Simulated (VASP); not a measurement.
Wanted: the native input for a VASP 6.6.1 run.

- Task: single point
- Functional: r2SCAN
- Potentials or basis: VASP PAW PBE potentials, release 64 (Sr_sv)
- Cutoff: 520 eV
- k mesh: 14 × 14 × 14
- Occupations: gaussian, width 0.15 eV
- Spin: no spin polarisation
- Dipole correction: no
- Further INCAR settings: ALGO = Normal; EDIFF = 1e-06; NBANDS = 11

Sr:

```
CELL_PARAMETERS angstrom
-2.61900 2.61900 2.32800
2.61900 -2.61900 2.32800
2.61900 2.61900 -2.32800
ATOMIC_POSITIONS crystal
Sr 0.00000 0.00000 0.00000
```

This cell differs from its parent crystal: strain +0.080 along x and y, -0.040 along z.

The input as run:

POSCAR

```
Sr
1.0
   -2.6190000000      2.6190000000      2.3280000000
    2.6190000000     -2.6190000000      2.3280000000
    2.6190000000      2.6190000000     -2.3280000000
Sr
1
Direct
    0.0000000000      0.0000000000      0.0000000000
```

INCAR.step1

```
PREC = Accurate
ENCUT = 520
ISMEAR = 0
SIGMA = 0.15
LREAL = F
LASPH = T
NELM = 60
NBANDS = 11
GGA = PE
ALGO = Normal
EDIFF = 1E-4
LWAVE = T
LCHARG = F
```

INCAR.step2

```
PREC = Accurate
ENCUT = 520
EDIFF = 1E-6
ISMEAR = 0
SIGMA = 0.15
LREAL = F
LASPH = T
NELM = 60
ALGO = Normal
ISIF = 2
LWAVE = F
LCHARG = T
METAGGA = R2SCAN
LMIXTAU = T
LELF = T
LVHAR = T
NBANDS = 11
ISTART = 1
```

KPOINTS

```
regular mesh
0
Gamma
  14 14 14
```

Potentials or basis: VASP PAW PBE potentials, release 64 (Sr_sv).

Run with:

```console
$ cat potpaw_PBE.64/Sr_sv/POTCAR > POTCAR
$ cp INCAR.step1 INCAR
$ mpirun -np 1 vasp_std > vasp.out
$ cp INCAR.step2 INCAR
$ mpirun -np 1 vasp_std > vasp.out
```

It gave:

- Pressure: -1.2 GPa
- Band gap on the k mesh: zero (bands 5 and 6 overlap by 0.47 eV)

Caveat: the cell differs from its parent crystal (strain +0.080 along x and y, -0.040 along z); the PAW data sets were made with another functional, which shifts forces and pressure a little.

Run time: 10 min on 1 thread of Intel Xeon 8259CL, on a shared host, peak memory 0.33 GiB.
